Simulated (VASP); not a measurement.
Here is a VASP 6.6.1 calculation.

The input INCAR:

```
SYSTEM = Ag
PREC = Accurate
ENCUT = 520
EDIFF = 1E-7
ISMEAR = -1
SIGMA = 0.05
LREAL = .FALSE.
LASPH = .TRUE.
NELM = 60
ALGO = Normal
ISIF = 2
LWAVE = .FALSE.
LCHARG = .TRUE.
LELF = .TRUE.
LVHAR = .TRUE.
NBANDS = 12
```

KPOINTS

```
regular mesh
0
G
  11 11 11
  0 0 0
```

The input POSCAR:

```
Ag
1.0
   -1.6556540000      1.6556540000      1.6556540000
    1.6556540000     -1.6556540000      1.6556540000
    1.6556540000      1.6556540000     -1.6556540000
Ag
1
Direct
    0.0000000000      0.0000000000      0.0000000000
```

Potentials or basis: VASP PAW LDA potentials, release 64 (Ag).

Launch:

```sh
$ cat potpaw_LDA.64/Ag/POTCAR > POTCAR
$ mpirun -np 1 vasp_std > vasp.out
```

**Question.** What does it give for the pressure?

**Answer.** -11.4 GPa.
